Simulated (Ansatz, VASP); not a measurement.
# One calculation of Rh, two programs

The input INCAR:

```
PREC = Accurate ; ENCUT = 520
EDIFF = 1E-8 ; ISMEAR = -1
SIGMA = 0.03 ; LREAL = False
LASPH = True ; NELM = 60
ALGO = Normal ; ISIF = 2
LWAVE = False ; LCHARG = False
GGA = PE ; LEFG = True
NBANDS = 14
```

KPOINTS

```
regular mesh
0
Gamma
  16 16 16
```

POSCAR

```
Rh
1.0
    0.0000000000      1.8630621781      1.8630621781
    1.8630621781      0.0000000000      1.8630621781
    1.8630621781      1.8630621781      0.0000000000
Rh
1
Direct
    0.0000000000      0.0000000000      0.0000000000
```

Input for Ansatz:

```yaml
crystal:
  lattice:
    - [0.0, 1.8630621781, 1.8630621781]
    - [1.8630621781, 0.0, 1.8630621781]
    - [1.8630621781, 1.8630621781, 0.0]
  atoms:
    - { symbol: Rh, position: [0.0, 0.0, 0.0] }
kpoints:
  mp_grid: { grid: [16, 16, 16] }
scf:
  occupations: { method: fermi_dirac, width: 0.03 }
hamiltonian:
  xc: pbe
  pseudopotentials: { kind: all_electron, datasets: crystal }
output:
  forces: true
  stress: true
  eigenvalues: true
  efg: { contact_densities: true }
```

Change from the starting cell: volume scaled by 0.9405, crystal datasets.

Alike in both runs: task electric field gradients; functional PBE; k mesh 16 × 16 × 16; occupations fermi-dirac, width 0.03 eV; no spin polarisation.

|  | VASP | Ansatz |
| --- | --- | --- |
| version | VASP 6.6.1 | Ansatz 0.2.0 |
| potentials or method | VASP PAW PBE potentials, release 64 (Rh_pv), cutoff 520 eV | all-electron PAW with datasets made for the crystal, scalar-relativistic |

|  | VASP | Ansatz | Ansatz less VASP |
| --- | --- | --- | --- |
| pressure (GPa) | 26.4 | 26.3 | -0.11 |

Ansatz ran all-electron here, and VASP with PAW potentials.
